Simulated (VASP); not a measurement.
# Cu (P6_3/mmc) in VASP: notebook

Cu is run at these levels: PBE, LDA; tasks: single point.

Program: VASP 6.6.1. These are calculated values, not measurements. Logs are shortened: lines on timing, memory, paths and dates and some standing lists are left out, and cuts for length are marked.

### 1 The cell of the first run

The structure is hexagonal, space group P6_3/mmc (No. 194). Conventional cell: a = 2.534 Å, b = 2.534 Å, c = 4.113 Å, α = 90.00°, β = 90.00°, γ = 120.00°. Within 3.3 Å of Cu (site symmetry -6m2) lie 12 Cu at 2.52 to 2.53 Å.

### 2 Single point, PBE

INCAR reads:

```
PREC = Accurate
ENCUT = 520
EDIFF = 1E-6
ISMEAR = -1
SIGMA = 0.1
LREAL = False
LASPH = True
NELM = 80
ALGO = Normal
ISIF = 2
LWAVE = False
LCHARG = False
GGA = PE
NBANDS = 18
```

KPOINTS reads:

```
regular mesh
0
Gamma
  10 10 6
```

POSCAR reads:

```
Cu
1.0
    2.5340966698      0.0000000000      0.0000000000
   -1.2670483349      2.1945920917      0.0000000000
    0.0000000000      0.0000000000      4.1125710000
Cu
2
Direct
    0.6666666667      0.3333333333      0.7500000000
    0.3333333333      0.6666666667      0.2500000000
```

Potentials or basis: VASP PAW PBE potentials, release 64 (Cu).

Launch:

```bash
$ cat potpaw_PBE.64/Cu/POTCAR > POTCAR
$ mpirun -np 1 vasp_std > vasp.out
```

OUTCAR:

```text
PREC = Accurate
   ENCUT = 520
   EDIFF = 1E-6
   ISMEAR = -1
   LREAL = False
   LASPH = True
   NELM = 80
   ISIF = 2
   GGA = PE

 ion  position               nearest neighbor table
   1  0.667  0.333  0.750-   2 2.52   2 2.52   2 2.52   2 2.52   2 2.52   2 2.52
   2  0.333  0.667  0.250-   1 2.52   1 2.52   1 2.52   1 2.52   1 2.52   1 2.52

  LATTYP: Found a hexagonal cell.
 ALAT       =     2.5340966698
 C/A-ratio  =     1.6228942838

  Lattice vectors:

 A1 = (   2.5340966698,   0.0000000000,   0.0000000000)
 A2 = (  -1.2670483349,   2.1945920917,   0.0000000000)
 A3 = (   0.0000000000,   0.0000000000,   4.1125710000)

Analysis of symmetry for initial positions (statically):
=====================================================================
 Subroutine PRICEL returns:
 Original cell was already a primitive cell.

 Routine SETGRP: Setting up the symmetry group for a
 hexagonal supercell.

 Subroutine GETGRP returns: Found 24 space group operations
 (whereof 12 operations were pure point group operations)
 out of a pool of 24 trial point group operations.

The static configuration has the point symmetry D_3d.
 The point group associated with its full space group is D_6h.

Analysis of symmetry for dynamics (positions and initial velocities):
=====================================================================
 Subroutine PRICEL returns:
 Original cell was already a primitive cell.

 Routine SETGRP: Setting up the symmetry group for a
 hexagonal supercell.

 Subroutine GETGRP returns: Found 24 space group operations
 (whereof 12 operations were pure point group operations)
 out of a pool of 24 trial point group operations.

The dynamic configuration has the point symmetry D_3d.
 The point group associated with its full space group is D_6h.

 Subroutine INISYM returns: Found 24 space group operations
 (whereof 12 operations are pure point group operations),
 and found     1 'primitive' translations

----------------------------------------------------------------------------------------

                                     Primitive cell

  volume of cell :      22.8713

  direct lattice vectors                    reciprocal lattice vectors
     2.534096670  0.000000000  0.000000000     0.394617937  0.227832772  0.000000000
    -1.267048335  2.194592092  0.000000000     0.000000000  0.455665544  0.000000000
     0.000000000  0.000000000  4.112571000     0.000000000  0.000000000  0.243156896

  length of vectors
     2.534096670  2.534096670  4.112571000     0.455665544  0.455665544  0.243156896

  position of ions in fractional coordinates (direct lattice)
     0.666666667  0.333333333  0.750000000
     0.333333333  0.666666667  0.250000000

  ion indices of the primitive-cell ions
   primitive index   ion index
                 1           1
                 2           2

----------------------------------------------------------------------------------------

 KPOINTS: regular mesh

Automatic generation of k-mesh.
 Grid dimensions read from file:
 generate k-points for:   10   10    6

 Generating k-lattice:

  Cartesian coordinates                     Fractional coordinates (reciprocal lattice)
     0.039461794  0.022783277  0.000000000     0.100000000 -0.000000000  0.000000000
     0.000000000  0.045566554  0.000000000     0.000000000  0.100000000  0.000000000
     0.000000000  0.000000000  0.040526149     0.000000000  0.000000000  0.166666667

  Length of vectors
     0.045566554  0.045566554  0.040526149

  Shift w.r.t. Gamma in fractional coordinates (k-lattice)
     0.000000000  0.000000000  0.000000000

 Subroutine IBZKPT returns following result:
 ===========================================

 Found     56 irreducible k-points:

 Following reciprocal coordinates:
            Coordinates               Weight
  0.000000  0.000000  0.000000      1.000000
  0.100000 -0.000000  0.000000      6.000000
  0.200000 -0.000000  0.000000      6.000000
  0.300000  0.000000  0.000000      6.000000
  0.400000 -0.000000  0.000000      6.000000
  0.500000  0.000000  0.000000      3.000000
[... 16 lines left out ...]
  0.300000  0.100000  0.166667     24.000000
  0.400000  0.100000  0.166667     24.000000
 [... further k-points ...]
   k-points           NKPTS =     56   k-points in BZ     NKDIM =     56   number of bands    NBANDS=     18
   number of dos      NEDOS =    301   number of ions     NIONS =      2
   total plane-waves  NPLWV =  12800
   dimension x,y,z NGX =    20 NGY =   20 NGZ =   32
   dimension x,y,z NGXF=    40 NGYF=   40 NGZF=   64
   ions per type =               2
   NGX,Y,Z   is equivalent  to a cutoff of  13.12, 13.12, 12.94 a.u.
   NGXF,Y,Z  is equivalent  to a cutoff of  26.24, 26.24, 25.87 a.u.
 SYSTEM =  unknown system
   PREC   = accura    normal or accurate (medium, high low for compatibility)
   ISTART =      0    job   : 0-new  1-cont  2-samecut
   ICHARG =      2    charge: 1-file 2-atom 10-const
   ISPIN  =      1    spin polarized calculation?
   LNONCOLLINEAR =      F non collinear calculations
   LSORBIT =      F    spin-orbit coupling
   LASPH  =      T    aspherical Exc in radial PAW
   ENCUT  =  520.0 eV  38.22 Ry    6.18 a.u.   4.71  4.71  7.65*2*pi/ulx,y,z
   NELM   =     80;   NELMIN=  2; NELMDL= -5     # of ELM steps
   EDIFF  = 0.1E-05   stopping-criterion for ELM
   LREAL  =      F    real-space projection
   EDIFFG = 0.1E-04   stopping-criterion for IOM
   NSW    =      0    number of steps for IOM
   IBRION =     -1    ionic relax: 0-MD 1-quasi-New 2-CG
   NFREE  =      0    steps in history (QN), initial steepest desc. (CG)
   ISIF   =      2    stress and relaxation
   ISYM   =      2    0-nonsym 1-usesym 2-fastsym
   POTIM  = 0.5000    time-step for ionic-motion
   TEBEG  =    0.0;   TEEND  =   0.0 temperature during run
   PSTRESS=    0.0 pullay stress
   NELECT =      22.0000    total number of electrons
   NUPDOWN=      -1.0000    fix difference up-down
   EMIN   =  10.00;   EMAX   =-10.00  energy-range for DOS
   EFERMI =   0.00;   METHOD = LEGACY
   ISMEAR =    -1;   SIGMA  =   0.10  broadening in eV -4-tet -1-fermi 0-gaus
   EFERMI_NEDOS =   21; number of points for ismear=-14 and -15
   IALGO  =     38    algorithm
   IMIX   =      4    mixing-type and parameters
     AMIX     =   0.40;   BMIX     =  1.00
     AMIX_MAG =   1.60;   BMIX_MAG =  1.00
  volume/ion in A,a.u.               =      11.44        77.17
  Fermi-wavevector in a.u.,A,eV,Ry     =   1.616041  3.053874 35.532800  2.611587
  Thomas-Fermi vector in A             =   2.710691
   LORBIT       =      0    0 simple, 1 ext, 2 COOP (PROOUT), +10 PAW based schemes
   GGA     = PE    functional components
   LHFCALC =     F    Hartree Fock is set to
   AEXX    =    0.0000 exact exchange contribution
   IVDW    =     0    specifies the selected vdW correction
   LEPSILON=     F    determine dielectric tensor
   LRPA    =     F    only Hartree local field effects (RPA)
 non-spin polarized calculation
  energy-cutoff  :      520.00
  volume of cell :       22.87
 maximum number of plane-waves:       640
 NGX is ok and might be reduce to    20
   NGX =  9   NGY =  9   NGZ = 15

 number of electron      21.9999979 magnetization

 Free energy of the ion-electron system (eV)
  ---------------------------------------------------
  ext. energy  EPLUGINS =         0.00000000
  ---------------------------------------------------
  free energy    TOTEN  =        -7.40861628 eV

  energy without entropy =       -7.38004681  energy(sigma->0) =       -7.39433155

 E-fermi :   7.9242     XC(G=0): -12.9140

 val. band max:        7.9112961704   @ k =   0.3000   0.0000   0.3333
 cond. band min:       7.9358944918   @ k =   0.4000   0.1000   0.3333
 fundamental gap:      0.0245983214
 Fermi energy:         7.9241758192

 k-point     1 :       0.0000    0.0000    0.0000
  band No.  band energies     occupation
      1      -1.6079      2.00000
      2       2.7397      2.00000
      3       4.8800      2.00000
      4       4.9219      2.00000
      5       4.9219      2.00000
      6       5.1453      2.00000
[... 10 lines left out ...]
     17      31.7561      0.00000
     18      31.7572      0.00000

 k-point     2 :       0.1000   -0.0000    0.0000
  band No.  band energies     occupation
      1      -1.2795      2.00000
      2       2.9243      2.00000
      3       4.7022      2.00000
      4       5.0427      2.00000
      5       5.0484      2.00000
      6       5.1113      2.00000
[... 10 lines left out ...]
     17      32.6095      0.00000
     18      33.0661      0.00000

 k-point     3 :       0.2000   -0.0000    0.0000
  band No.  band energies     occupation
      1      -0.3293      2.00000
      2       3.3421      2.00000
      3       4.4670      2.00000
      4       4.4849      2.00000
      5       4.9304      2.00000
      6       5.1811      2.00000
[... 10 lines left out ...]
     17      28.5535      0.00000
     18      30.6096      0.00000

 k-point     4 :       0.3000    0.0000    0.0000
  band No.  band energies     occupation
      1       1.0898      2.00000
      2       3.5333      2.00000
      3       3.9232      2.00000
      4       4.4030      2.00000
      5       4.9210      2.00000
      6       5.0007      2.00000
[... 375 lines left out ...]
      4       4.3229      2.00000
      5       4.8043      2.00000
      6       5.0289      2.00000
[... 10 lines left out ...]
     17      27.3785      0.00000
     18      29.5090      0.00000

 k-point    23 :       0.3000    0.1000    0.1667
  band No.  band energies     occupation
      1       2.1628      2.00000
      2       3.5787      2.00000
      3       3.7450      2.00000
      4       4.2962      2.00000
      5       4.8289      2.00000
      6       5.0739      2.00000
[... 10 lines left out ...]
     17      25.8677      0.00000
     18      26.2360      0.00000

 k-point    24 :       0.4000    0.1000    0.1667
  band No.  band energies     occupation
      1       2.9392      2.00000
      2       3.4191      2.00000
      3       3.7851      2.00000
      4       4.2044      2.00000
      5       4.8036      2.00000
      6       5.2382      2.00000
[... 10 lines left out ...]
     17      22.5779      0.00000
     18      25.5451      0.00000

 [... further k-points ...]
[... 5 lines left out ...]
  --------------------------------------------------------------------------------------
  -------------------------------------------------------------------------------------
  Total        1.1458736      1.1458736      1.2199891      0.0000000     -0.0000000      0.0000000
  in kB       80.2706720     80.2706720     85.4626091      0.0000000     -0.0000000      0.0000000
  external PRESSURE =      82.0013177 kB  Pullay stress =       0.0000000 kB

 VOLUME and BASIS-vectors are now :
 -----------------------------------------------------------------------------
  energy-cutoff  :      520.00
  volume of cell :       22.87
      direct lattice vectors                 reciprocal lattice vectors
     2.534096670  0.000000000  0.000000000     0.394617937  0.227832772  0.000000000
    -1.267048335  2.194592092  0.000000000     0.000000000  0.455665544  0.000000000
     0.000000000  0.000000000  4.112571000     0.000000000  0.000000000  0.243156896

 POSITION                                       TOTAL-FORCE (eV/Angst)
 -----------------------------------------------------------------------------------
      1.26705      0.73153      3.08443         0.000000     -0.000000      0.000000
     -0.00000      1.46306      1.02814        -0.000000      0.000000      0.000000
 -----------------------------------------------------------------------------------
    total drift:                               -0.000000      0.000000     -0.000000

  FREE ENERGIE OF THE ION-ELECTRON SYSTEM (eV)
  ---------------------------------------------------
  free  energy   TOTEN  =        -7.4086162804 eV

  energy  without entropy=       -7.3800468107  energy(sigma->0) =       -7.39433155
```

It took 11 s on 1 thread of Intel Xeon Platinum 8488C (Sapphire Rapids), shared host; peak memory 0.14 GiB.

What came out:

```
Free energy            : -7.4086 eV
Pressure               : 8.2 GPa
Band gap on the k mesh : zero (band 11 reaches 11.10 eV, above the bottom of band 12 at 5.99 eV)
```

Stress tensor (GPa, compression positive):
```
8.03 0.00 0.00
0.00 8.03 0.00
0.00 0.00 8.55
```

[end of part 1 of 2]
